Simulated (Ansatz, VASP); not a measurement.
**Si2Sn5: VASP beside Ansatz**

```
CELL_PARAMETERS angstrom
6.05237 0.00000 0.00000
-3.02619 5.24151 0.00000
0.00000 0.00000 10.60225
ATOMIC_POSITIONS crystal
Si 0.00000 0.00000 0.61059
Si 0.00000 0.00000 0.38941
Sn 0.00000 0.00000 0.85410
Sn 0.00000 0.00000 0.14590
Sn 0.50000 0.00000 0.50000
Sn 0.00000 0.50000 0.50000
Sn 0.50000 0.50000 0.50000
```

Alike in both runs: functional PBE; k mesh 4 × 4 × 2; occupations gaussian, width 0.2 eV; no spin polarisation.

Ansatz relaxed the structure, and its values are those at the end. VASP's run is a single point on that final structure, the one shown.

|  | VASP | Ansatz |
| --- | --- | --- |
| version | VASP 6.6.1 | Ansatz 0.2.0 |
| potentials or method | VASP PAW PBE potentials, release 64 (Si, Sn_d), cutoff 500 eV | scalar-relativistic, plane waves, PAW |
| valence electrons in the cell | 78 | 78 |

|  | VASP | Ansatz | Ansatz less VASP |
| --- | --- | --- | --- |
| gap on the k mesh at the Fermi level (eV) | none | none | - |
| pressure (GPa) | 0.0 | 0.0 | +0.03 |
| rms of the force components (eV/Å) | 0.011 | 0.011 | 0.0000 |

A gap of «none» marks a metal or a gap that the smearing closes.
